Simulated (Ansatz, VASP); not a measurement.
**ZnO in VASP and in Ansatz**

```xyz
4
Lattice="3.2494 0.0000 0.0000 -1.6247 2.8141 0.0000 0.0000 0.0000 5.2038" Properties=species:S:1:pos:R:3 pbc="T T T"
Zn    0.0000    1.8760    0.0000
Zn    1.6247    0.9380    2.6019
O     0.0000    1.8760    1.9931
O     1.6247    0.9380    4.5950
```

Alike in both runs: task relaxation of cell and atoms; functional r2SCAN; dispersion rVV10; k mesh 9 × 9 × 6; occupations gaussian, width 0.02 eV; no spin polarisation.

|  | VASP | Ansatz |
| --- | --- | --- |
| version | VASP 6.6.1 | Ansatz 0.2.0 |
| potentials or method | VASP PAW PBE potentials, release 64 (Zn, O), cutoff 600 eV | scalar-relativistic, plane waves, PAW |
| valence electrons in the cell | 36 | 36 |

Ansatz gave:

* gap on the k mesh at the Fermi level, each at its own relaxed structure (eV): 1.19
* relaxed volume (Å³/atom): 11.70
* relaxed length of the cell vector where the two differ most in proportion (Å): 5.195

Problem. Which values does VASP return?

Solution. gap on the k mesh at the Fermi level, each at its own relaxed structure (eV): 1.18; relaxed volume (Å³/atom): 11.77; relaxed length of the cell vector where the two differ most in proportion (Å): 5.216.

VASP's potentials were made for PBE, not for r2SCAN.
